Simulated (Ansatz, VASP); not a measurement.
Ag: VASP beside Ansatz

```
Ag
1.0
     2.93793    0.00000    0.00000
    -1.46896    2.54432    0.00000
     0.00000    0.00000    4.75251
Ag
2
Cartesian
  0.0000 1.6962 1.1881
  1.4690 0.8481 3.5644
```

Alike in both runs: task single point; functional revPBE; k mesh 14 × 14 × 8; occupations fermi-dirac, width 0.1 eV; no spin polarisation.

|  | VASP | Ansatz |
| --- | --- | --- |
| version | VASP 6.6.1 | Ansatz 0.2.0 |
| potentials or method | VASP PAW PBE potentials, release 64 (Ag), cutoff 520 eV | plane waves (420 eV) with PAW, scalar-relativistic |
| valence electrons in the cell | 22 | 38 |

Ansatz gave:

| Property | Result |
| --- | --- |
| pressure (GPa) | 3.5 |
| traceless stress, the component that is largest in VASP (GPa) | 0.56 |

Task: Which values does VASP return?

Result: Pressure (GPa): 3.4; traceless stress, the component that is largest in VASP (GPa): 0.55.

VASP's potentials were made for PBE, not for revPBE. With one functional, cell and mesh, what is left measures potentials, basis and numerics. VASP's potentials hold 22 valence electrons a cell and Ansatz's 38, so a difference there can come from the potentials and not from the codes.
